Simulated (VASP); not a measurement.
Input of a VASP 6.6.1 run:

Contents of INCAR:

```
SYSTEM = Al
ALGO = Normal ; EDIFF = 1E-6
ENCUT = 520 ; GGA = PE
ISIF = 2 ; ISMEAR = -1
IVDW = 12 ; LASPH = .TRUE.
LCHARG = .FALSE. ; LREAL = .FALSE.
LWAVE = .FALSE. ; NBANDS = 30
NELM = 60 ; PREC = Accurate
SIGMA = 0.1
```

The input KPOINTS:

```
k-points
0
G
  3 3 1
  0 0 0
```

The input POSCAR:

```
Al
1.0
    5.7275650000      0.0000000000      0.0000000000
    2.8637820000      4.9602170000      0.0000000000
    0.0000000000      0.0000000000     17.6765370000
Al
12
Direct
    0.1666684945      0.1666660955      0.0565721668
    0.6666715499      0.1666660955      0.0565721668
    0.1666709227      0.6666643818      0.0565721668
    0.6666739781      0.6666643818      0.0565721668
   -0.1199930115      0.2771048121      0.1788925059
    0.3421939186      0.3688346699      0.1883626867
   -0.1014457266      0.8018197591      0.1946478544
    0.3423643357      0.9211895367      0.1990265401
   -0.0512315006     -0.0285874590      0.3560199602
    0.5106878645     -0.0680212176      0.3287578331
    0.0649190335      0.4207275609      0.3091612345
    0.5222693665      0.5115502003      0.3216806550
```

Potentials or basis: VASP PAW PBE potentials, release 64 (Al).

Command:

```sh
$ cat potpaw_PBE.64/Al/POTCAR > POTCAR
$ mpirun -np 1 vasp_std > vasp.out
```

Problem. Estimate the band gap on the k mesh.

Solution. Zero (bands 18 and 19 overlap by 0.39 eV).

Problem. Estimate the largest force.

Solution. 2.135 eV/Å.

Problem. What does it give for the dispersion energy per atom?

Solution. -0.224 eV.

Forces on the atoms (eV/Å):
```
Al   0.279 -0.064 -0.493
Al  -0.015 -0.197  0.030
Al  -0.039  0.142 -0.063
Al   0.076 -0.009  0.207
Al  -1.181  1.628  0.584
Al   1.339 -0.315 -0.379
Al  -0.863  0.811  0.165
Al   0.147 -2.105 -0.321
Al   0.656 -0.115 -0.754
Al   0.978  1.393  0.635
Al  -0.363  0.166  0.796
Al  -1.014 -1.335 -0.407
```

Caveat: the k points lie up to 0.42 Å⁻¹ apart; the atoms stand as in a frame of molecular dynamics; there is no dipole correction, which matters where the two faces differ.
